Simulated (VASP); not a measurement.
# Si (Cm) in VASP: single point with PBE

Aim: the single point of Si with PBE.

Everything below comes from runs of VASP 6.6.1. Logs are shortened: lines on timing, memory, paths and dates and some standing lists are left out, and cuts for length are marked.

## 1. The cell of the first run

Symmetry: Cm, No. 8, monoclinic system. Conventional cell: a = 6.670 Å, b = 3.851 Å, c = 12.741 Å, α = 90.00°, β = 92.50°, γ = 90.00°. Within 3.1 Å of Si (site symmetry m) lie 4 Si at 2.36 to 2.45 Å. Si (site symmetry m) has 4 Si at 2.36 to 2.38 Å within 3.1 Å. Si (site symmetry m) has 4 Si at 2.36 to 2.38 Å within 3.1 Å. Si (site symmetry m) has 4 Si at 2.36 to 2.38 Å within 3.1 Å. Si (site symmetry m) has 4 Si at 2.36 to 2.45 Å within 3.1 Å. Within 3.1 Å of Si (site symmetry m) lie 4 Si at 2.36 to 2.38 Å. Si (site symmetry m) has 4 Si at 2.36 to 2.38 Å within 3.1 Å. Si (site symmetry m) has 4 Si at 2.36 to 2.38 Å within 3.1 Å.

## 2. Single point, PBE

INCAR reads:

```
ALGO = Normal
EDIFF = 1E-7
ENCUT = 520
GGA = PE
ISIF = 2
ISMEAR = 0
LASPH = True
LCHARG = True
LELF = True
LREAL = False
LVHAR = True
LWAVE = False
NBANDS = 26
NELM = 100
PREC = Accurate
SIGMA = 0.05
```

KPOINTS reads:

```
k-points
0
Gamma
  10 10 3
```

POSCAR reads:

```
Si
1.0
   -3.8510822046      0.0000000000      0.0000000000
   -1.9255411023     -3.3351350213      0.0000000000
   -0.4813852756     -0.2779279184     12.7293621948
Si
8
Direct
    0.2577944970      0.2577944970      0.9064660365
    0.2994611636      0.2994611636      0.4064660365
    0.6536278303      0.6536278303      0.1564660365
    0.6119611636      0.6119611636      0.6564660365
    0.3255388364      0.3255388364      0.0935339635
    0.2838721697      0.2838721697      0.5935339635
    0.6380388364      0.6380388364      0.3435339635
    0.5963721697      0.5963721697      0.8435339635
```

Potentials or basis: VASP PAW PBE potentials, release 64 (Si).

The run is started by

```sh
cat potpaw_PBE.64/Si/POTCAR > POTCAR
mpirun -np 1 vasp_std > vasp.out
```

OUTCAR:

```text
EDIFF = 1E-7
   ENCUT = 520
   GGA = PE
   ISIF = 2
   ISMEAR = 0
   LASPH = True
   LREAL = False
   NELM = 100
   PREC = Accurate

 ion  position               nearest neighbor table
   1  0.258  0.258  0.906-   8 2.36   8 2.36   8 2.36   5 2.45
   2  0.299  0.299  0.406-   7 2.36   7 2.36   7 2.36   6 2.38
   3  0.654  0.654  0.156-   5 2.36   5 2.36   5 2.36   7 2.38
   4  0.612  0.612  0.656-   6 2.36   6 2.36   6 2.36   8 2.38
   5  0.326  0.326  0.094-   3 2.36   3 2.36   3 2.36   1 2.45
   6  0.284  0.284  0.594-   4 2.36   4 2.36   4 2.36   2 2.38
   7  0.638  0.638  0.344-   2 2.36   2 2.36   2 2.36   3 2.38
   8  0.596  0.596  0.844-   1 2.36   1 2.36   1 2.36   4 2.38

  LATTYP: Found a base centered monoclinic cell.
 ALAT       =     6.6702700425
 B/A-ratio  =     0.5773502692
 C/A-ratio  =     1.9101914424
 COS(beta)  =    -0.0436256448

  Lattice vectors:

 A1 = (   3.8510822046,   0.0000000000,   0.0000000000)
 A2 = (   1.9255411023,   3.3351350213,   0.0000000000)
 A3 = (  -0.4813852756,  -0.2779279184,  12.7293621948)

Analysis of symmetry for initial positions (statically):
=====================================================================
 Subroutine PRICEL returns:
 Original cell was already a primitive cell.

 Routine SETGRP: Setting up the symmetry group for a
 base centered monoclinic supercell.

 Subroutine GETGRP returns: Found  2 space group operations
 (whereof  2 operations were pure point group operations)
 out of a pool of  4 trial point group operations.

The static configuration has the point symmetry C_1h.

Analysis of symmetry for dynamics (positions and initial velocities):
=====================================================================
 Subroutine PRICEL returns:
 Original cell was already a primitive cell.

 Routine SETGRP: Setting up the symmetry group for a
 base centered monoclinic supercell.

 Subroutine GETGRP returns: Found  2 space group operations
 (whereof  2 operations were pure point group operations)
 out of a pool of  4 trial point group operations.

The dynamic configuration has the point symmetry C_1h.

 Subroutine INISYM returns: Found  2 space group operations
 (whereof  2 operations are pure point group operations),
 and found     1 'primitive' translations

[... 111 lines left out ...]
   NFREE  =      0    steps in history (QN), initial steepest desc. (CG)
   ISIF   =      2    stress and relaxation
   ISYM   =      2    0-nonsym 1-usesym 2-fastsym
   POTIM  = 0.5000    time-step for ionic-motion
   TEBEG  =    0.0;   TEEND  =   0.0 temperature during run
   PSTRESS=    0.0 pullay stress
   NELECT =      32.0000    total number of electrons
   NUPDOWN=      -1.0000    fix difference up-down
   EMIN   =  10.00;   EMAX   =-10.00  energy-range for DOS
   EFERMI =   0.00;   METHOD = LEGACY
   ISMEAR =     0;   SIGMA  =   0.05  broadening in eV -4-tet -1-fermi 0-gaus
   EFERMI_NEDOS =   21; number of points for ismear=-14 and -15
   IALGO  =     38    algorithm
   IMIX   =      4    mixing-type and parameters
     AMIX     =   0.40;   BMIX     =  1.00
     AMIX_MAG =   1.60;   BMIX_MAG =  1.00
  volume/ion in A,a.u.               =      20.44       137.91
  Fermi-wavevector in a.u.,A,eV,Ry     =   0.950511  1.796206 12.292475  0.903471
  Thomas-Fermi vector in A             =   2.078895
   LORBIT       =      0    0 simple, 1 ext, 2 COOP (PROOUT), +10 PAW based schemes
   GGA     = PE    functional components
   LHFCALC =     F    Hartree Fock is set to
   AEXX    =    0.0000 exact exchange contribution
   IVDW    =     0    specifies the selected vdW correction
   LEPSILON=     F    determine dielectric tensor
   LRPA    =     F    only Hartree local field effects (RPA)
 non-spin polarized calculation
 Gauss-broadening in eV      SIGMA  =   0.05
  energy-cutoff  :      520.00
  volume of cell :      163.49
 maximum number of plane-waves:      4431
 NGX is ok and might be reduce to    30
   NGX = 15   NGY = 15   NGZ = 47

 number of electron      32.0000001 magnetization

 Free energy of the ion-electron system (eV)
  ---------------------------------------------------
  ext. energy  EPLUGINS =         0.00000000
  ---------------------------------------------------
  free energy    TOTEN  =       -43.15944550 eV

  energy without entropy =      -43.15944550  energy(sigma->0) =      -43.15944550

 E-fermi :   6.0870     XC(G=0):  -9.3335

 val. band max:        5.8855921877   @ k =   0.0000   0.0000   0.0000
 cond. band min:       6.3200880198   @ k =   0.4000   0.4000   0.3333
 fundamental gap:      0.4344958321
 Fermi energy:         6.0869811617

 k-point     1 :       0.0000    0.0000    0.0000
  band No.  band energies     occupation
      1      -6.2036      2.00000
      2      -5.4364      2.00000
      3      -5.4202      2.00000
      4      -3.9718      2.00000
      5      -1.2239      2.00000
      6       1.6663      2.00000
[... 685 lines left out ...]
     25       9.9149      0.00000
     26      10.8665      0.00000

 [... further k-points ...]

------------------------ aborting loop because EDIFF is reached ----------------------------------------

  FORCE on cell =-STRESS in cart. coord.  units (eV):
  Direction    XX          YY          ZZ          XY          YZ          ZX
  --------------------------------------------------------------------------------------
  -------------------------------------------------------------------------------------
  Total       -0.3023052     -0.0809797     -0.6772415     -0.1916735      0.9823718      1.7015179
  in kB       -2.9624654     -0.7935671     -6.6366866     -1.8783211      9.6268369     16.6741705
  external PRESSURE =      -3.4642397 kB  Pullay stress =       0.0000000 kB

 VOLUME and BASIS-vectors are now :
 -----------------------------------------------------------------------------
  energy-cutoff  :      520.00
  volume of cell :      163.49
      direct lattice vectors                 reciprocal lattice vectors
    -3.851082205  0.000000000  0.000000000    -0.259667269  0.149918968 -0.006546544
    -1.925541102 -3.335135021  0.000000000     0.000000000 -0.299837936 -0.006546544
    -0.481385276 -0.277927918 12.729362195     0.000000000  0.000000000  0.078558531

 POSITION                                       TOTAL-FORCE (eV/Angst)
 -----------------------------------------------------------------------------------
     -1.92554     -1.11171     11.53873        -0.442275     -0.255348      0.326984
     -1.92554     -1.11171      5.17405        -0.008118     -0.004687     -0.000317
     -3.85108     -2.22342      1.99171        -0.102171     -0.058989     -0.008267
     -3.85108     -2.22342      8.35639        -0.090404     -0.052195     -0.017561
     -1.92554     -1.11171      1.19063         0.504193      0.291096     -0.322280
     -1.92554     -1.11171      7.55531         0.009877      0.005703      0.000991
     -3.85108     -2.22342      4.37297         0.074410      0.042961      0.014163
     -3.85108     -2.22342     10.73765         0.054488      0.031459      0.006288
 -----------------------------------------------------------------------------------
    total drift:                                0.000002      0.000001     -0.000001

  FREE ENERGIE OF THE ION-ELECTRON SYSTEM (eV)
  ---------------------------------------------------
  free  energy   TOTEN  =       -43.1594455041 eV

  energy  without entropy=      -43.1594455041  energy(sigma->0) =      -43.15944550
```

stdout:

```text
POSCAR found type information on POSCAR Si
 POSCAR found :  1 types and       8 ions
 scaLAPACK will be used
 LDA part: xc-table for (Slater+PW92), standard interpolation
 POSCAR, INCAR and KPOINTS ok, starting setup
 FFT: planning ... GRIDC
 FFT: planning ... GRID_SOFT
 FFT: planning ... GRID
 WAVECAR not read
 entering main loop
```

Run time: 3.2 min. Hardware: 1 thread of Intel Xeon 6975P-C (Granite Rapids), shared host; peak memory 0.43 GiB.

Results:

```
Free energy            : -43.1594 eV
Pressure               : -0.3 GPa
Largest force          : 0.665 eV/Å
Band gap on the k mesh : 0.43 eV, indirect (least direct gap 1.04 eV)
```

Forces in eV/Å, atoms in the order of the input:
```
Si  -0.442 -0.255  0.327
Si  -0.008 -0.005  0.000
Si  -0.102 -0.059 -0.008
Si  -0.090 -0.052 -0.018
Si   0.504  0.291 -0.322
Si   0.010  0.006  0.001
Si   0.074  0.043  0.014
Si   0.054  0.031  0.006
```

Stress tensor (GPa, compression positive):
```
-0.30 -0.19  1.67
-0.19 -0.08  0.96
 1.67  0.96 -0.66
```

A k mesh can miss the band edges. As with any semilocal functional, this PBE gap is likely too small.
